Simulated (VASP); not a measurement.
# Cu (P6/mmm) in VASP: single point with PBEsol

Aim: the single point of Cu with PBEsol.

Everything below comes from runs of VASP 6.6.1. Logs are shortened: lines on timing, memory, paths and dates and some standing lists are left out, and cuts for length are marked.

## Step 1: The cell of the first run

The structure is hexagonal, space group P6/mmm (No. 191). Conventional cell: a = 3.623 Å, b = 3.623 Å, c = 5.320 Å, α = 90.00°, β = 90.00°, γ = 120.00°. Cu (site symmetry 6/mmm) has 6 Cu at 3.62 Å within 4.8 Å.

This isn't the form of Cu at room conditions, which is fcc.

## Step 2: Single point, PBEsol

File INCAR:

```
SYSTEM = Cu
  PREC = Accurate
  ENCUT = 600
  EDIFF = 1E-6
  ISMEAR = 1
  SIGMA = 0.1
  LREAL = .FALSE.
  LASPH = .TRUE.
  NELM = 120
  ALGO = Normal
  ISIF = 2
  LWAVE = .FALSE.
  LCHARG = .FALSE.
  GGA = PS
  NBANDS = 12
  GGA_COMPAT = .FALSE.
```

File KPOINTS:

```
Automatic mesh
0
G
  7 7 5
  0 0 0
```

File POSCAR:

```
Cu
1.0
    3.6230013300      0.0000000000      0.0000000000
   -1.8115006700      3.1376111900      0.0000000000
    0.0000000000      0.0000000000      5.3203560000
Cu
1
Direct
    0.3333333333      0.6666666667      0.9842140000
```

Potentials or basis: VASP PAW PBE potentials, release 64 (Cu).

Command:

```sh
$ cat potpaw_PBE.64/Cu/POTCAR > POTCAR
$ mpirun -np 1 vasp_std > vasp.out
```

OUTCAR:

```text
SYSTEM = Cu
   PREC = Accurate
   ENCUT = 600
   EDIFF = 1E-6
   ISMEAR = 1
   LREAL = .FALSE.
   LASPH = .TRUE.
   NELM = 120
   ISIF = 2
   GGA = PS

 ion  position               nearest neighbor table
   1  0.333  0.667  0.984-

  LATTYP: Found a hexagonal cell.
 ALAT       =     3.6230013300
 C/A-ratio  =     1.4684940786

  Lattice vectors:

 A1 = (   3.6230013300,   0.0000000000,   0.0000000000)
 A2 = (  -1.8115006700,   3.1376111900,   0.0000000000)
 A3 = (   0.0000000000,   0.0000000000,   5.3203560000)

Analysis of symmetry for initial positions (statically):
=====================================================================
 Subroutine PRICEL returns:
 Original cell was already a primitive cell.

 Routine SETGRP: Setting up the symmetry group for a
 hexagonal supercell.

 Subroutine GETGRP returns: Found 24 space group operations
 (whereof  6 operations were pure point group operations)
 out of a pool of 24 trial point group operations.

The static configuration has the point symmetry C_3v.
 The point group associated with its full space group is D_6h.

Analysis of symmetry for dynamics (positions and initial velocities):
=====================================================================
 Subroutine PRICEL returns:
 Original cell was already a primitive cell.

 Routine SETGRP: Setting up the symmetry group for a
 hexagonal supercell.

 Subroutine GETGRP returns: Found 24 space group operations
 (whereof  6 operations were pure point group operations)
 out of a pool of 24 trial point group operations.

The dynamic configuration has the point symmetry C_3v.
 The point group associated with its full space group is D_6h.

 Subroutine INISYM returns: Found 24 space group operations
 (whereof  6 operations are pure point group operations),
 and found     1 'primitive' translations

----------------------------------------------------------------------------------------

                                     Primitive cell

  volume of cell :      60.4795

  direct lattice vectors                    reciprocal lattice vectors
     3.623001330  0.000000000  0.000000000     0.276014251  0.159356903  0.000000000
    -1.811500670  3.137611190  0.000000000     0.000000000  0.318713805  0.000000000
     0.000000000  0.000000000  5.320356000     0.000000000  0.000000000  0.187957347

  length of vectors
     3.623001330  3.623001333  5.320356000     0.318713805  0.318713805  0.187957347

  position of ions in fractional coordinates (direct lattice)
     0.333333333  0.666666667  0.984214000
[... 83 lines left out ...]
   POTIM  = 0.5000    time-step for ionic-motion
   TEBEG  =    0.0;   TEEND  =   0.0 temperature during run
   PSTRESS=    0.0 pullay stress
   NELECT =      11.0000    total number of electrons
   NUPDOWN=      -1.0000    fix difference up-down
   EMIN   =  10.00;   EMAX   =-10.00  energy-range for DOS
   EFERMI =   0.00;   METHOD = LEGACY
   ISMEAR =     1;   SIGMA  =   0.10  broadening in eV -4-tet -1-fermi 0-gaus
   EFERMI_NEDOS =   21; number of points for ismear=-14 and -15
   IALGO  =     38    algorithm
   IMIX   =      4    mixing-type and parameters
     AMIX     =   0.40;   BMIX     =  1.00
     AMIX_MAG =   1.60;   BMIX_MAG =  1.00
  volume/ion in A,a.u.               =      60.48       408.14
  Fermi-wavevector in a.u.,A,eV,Ry     =   0.927548  1.752811 11.705703  0.860345
  Thomas-Fermi vector in A             =   2.053629
   LORBIT       =      0    0 simple, 1 ext, 2 COOP (PROOUT), +10 PAW based schemes
   GGA     = PS    functional components
   LHFCALC =     F    Hartree Fock is set to
   AEXX    =    0.0000 exact exchange contribution
   IVDW    =     0    specifies the selected vdW correction
   LEPSILON=     F    determine dielectric tensor
   LRPA    =     F    only Hartree local field effects (RPA)
 non-spin polarized calculation
 Methfessel and Paxton  Order N= 1 SIGMA  =   0.10
  energy-cutoff  :      600.00
  volume of cell :       60.48
 maximum number of plane-waves:      2050
 NGX is ok and might be reduce to    30
   NGX = 15   NGY = 15   NGZ = 21

 number of electron      11.0000007 magnetization

 Free energy of the ion-electron system (eV)
  ---------------------------------------------------
  ext. energy  EPLUGINS =         0.00000000
  ---------------------------------------------------
  free energy    TOTEN  =        -1.30850146 eV

  energy without entropy =       -1.30777359  energy(sigma->0) =       -1.30825884

 E-fermi :  -2.2778     XC(G=0):  -5.4649

 val. band max:       -2.2985351708   @ k =   0.2857   0.1429   0.2000
 cond. band min:      -2.1543941513   @ k =   0.2857   0.1429   0.4000
 fundamental gap:      0.1441410195
 Fermi energy:        -2.2778095558

 k-point     1 :       0.0000    0.0000    0.0000
  band No.  band energies     occupation
      1      -4.7714      2.00000
      2      -3.3045      2.00000
      3      -3.3045      2.00000
      4      -3.2380      2.00000
      5      -3.0889      2.00000
      6      -3.0889      2.00000
      7       1.4265      0.00000
      8       3.4395      0.00000
      9       9.0654      0.00000
     10       9.0654      0.00000
     11      12.3450      0.00000
     12      12.3529      0.00000
[... 331 lines left out ...]
 k-point    24 :       0.2857    0.2857    0.4000
  band No.  band energies     occupation
      1      -3.3485      2.00000
      2      -3.2615      2.00000
      3      -3.2515      2.00000
      4      -3.1979      2.00000
      5      -3.1054      2.00000
      6      -0.7913     -0.00000
      7       1.4768      0.00000
      8       2.4745      0.00000
      9       3.0910      0.00000
     10       5.6330      0.00000
     11       6.4454      0.00000
     12      11.1742      0.00000

------------------------ aborting loop because EDIFF is reached ----------------------------------------

  FORCE on cell =-STRESS in cart. coord.  units (eV):
  Direction    XX          YY          ZZ          XY          YZ          ZX
  --------------------------------------------------------------------------------------
  -------------------------------------------------------------------------------------
  Total       -2.4924838     -2.4924838     -0.2781355      0.0000000      0.0000000      0.0000000
  in kB      -66.0289836    -66.0289836     -7.3681533      0.0000001      0.0000000      0.0000000
  external PRESSURE =     -46.4753735 kB  Pullay stress =       0.0000000 kB

 VOLUME and BASIS-vectors are now :
 -----------------------------------------------------------------------------
  energy-cutoff  :      600.00
  volume of cell :       60.48
      direct lattice vectors                 reciprocal lattice vectors
     3.623001330  0.000000000  0.000000000     0.276014251  0.159356903  0.000000000
    -1.811500670  3.137611190  0.000000000     0.000000000  0.318713805  0.000000000
     0.000000000  0.000000000  5.320356000     0.000000000  0.000000000  0.187957347

 POSITION                                       TOTAL-FORCE (eV/Angst)
 -----------------------------------------------------------------------------------
     -0.00000      2.09174      5.23637         0.000000      0.000000     -0.000000
 -----------------------------------------------------------------------------------
    total drift:                                0.000000      0.000000      0.000010

  FREE ENERGIE OF THE ION-ELECTRON SYSTEM (eV)
  ---------------------------------------------------
  free  energy   TOTEN  =        -1.3085014590 eV

  energy  without entropy=       -1.3077735930  energy(sigma->0) =       -1.30825884
```

stdout:

```text
POSCAR found type information on POSCAR Cu
 POSCAR found :  1 types and       1 ions
 scaLAPACK will be used
 -----------------------------------------------------------------------------
|                                                                             |
|                                                                             |
|     You enforced a specific xc type in the INCAR file but a different       |
|     I HOPE YOU KNOW WHAT YOU ARE DOING!                                     |
|                                                                             |
 -----------------------------------------------------------------------------

 LDA part: xc-table for (Slater+PW92), standard interpolation
 POSCAR, INCAR and KPOINTS ok, starting setup
 FFT: planning ... GRIDC
 FFT: planning ... GRID_SOFT
 FFT: planning ... GRID
 WAVECAR not read
 entering main loop
```

Wall time 14 s (1 thread of Intel Xeon Platinum 8488C (Sapphire Rapids), shared host); peak memory 0.18 GiB.

What came out:

- Free energy: -1.3085 eV
- Pressure: -4.6 GPa
- Band gap on the k mesh: zero (an odd number of electrons rules out a gap without spin polarisation)

Stress tensor (GPa, compression positive):
```
-6.60  0.00  0.00
 0.00 -6.60  0.00
 0.00  0.00 -0.74
```

Caveat: the stress differs along the axes, from -7 to -1 GPa; the PAW data sets were made with another functional, which shifts forces and pressure a little.

The gap in the log of VASP goes by the Fermi energy; the results here count the filled bands.